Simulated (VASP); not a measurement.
BeS:

```
Be S
1.0
     0.00000    2.43431    2.43431
     2.43431    0.00000    2.43431
     2.43431    2.43431    0.00000
Be S
1 1
Direct
  0.00000 0.00000 0.00000
  0.25000 0.25000 0.25000
```

Program: VASP 6.6.1. Alike in all runs: potentials or basis VASP PAW PBE potentials, release 64 (Be, S); no spin polarisation; cell as given; cutoff (eV) 520. Hardware: 1 thread of Intel(R) Xeon(R) 6975P-C (Granite Rapids), on a shared host.

Task: Order these runs on this cell by their wall time, lowest first.
A. task single point; level r2SCAN; k mesh 10 × 10 × 10; smearing gaussian 0.01 eV
B. task dielectric tensor; level r2SCAN; k mesh 8 × 8 × 8; smearing gaussian 0.01 eV
C. task single point; level HSE06; k mesh 6 × 6 × 6; smearing gaussian 0.01 eV; grid for exact exchange (PRECFOCK) Normal; screening parameter 0.2079 1/Å
D. task single point; level PBE; k mesh 10 × 10 × 10; smearing fermi-dirac 0.02 eV

Result: D (9.1 s), A (44 s), C (240 s), B (1100 s).
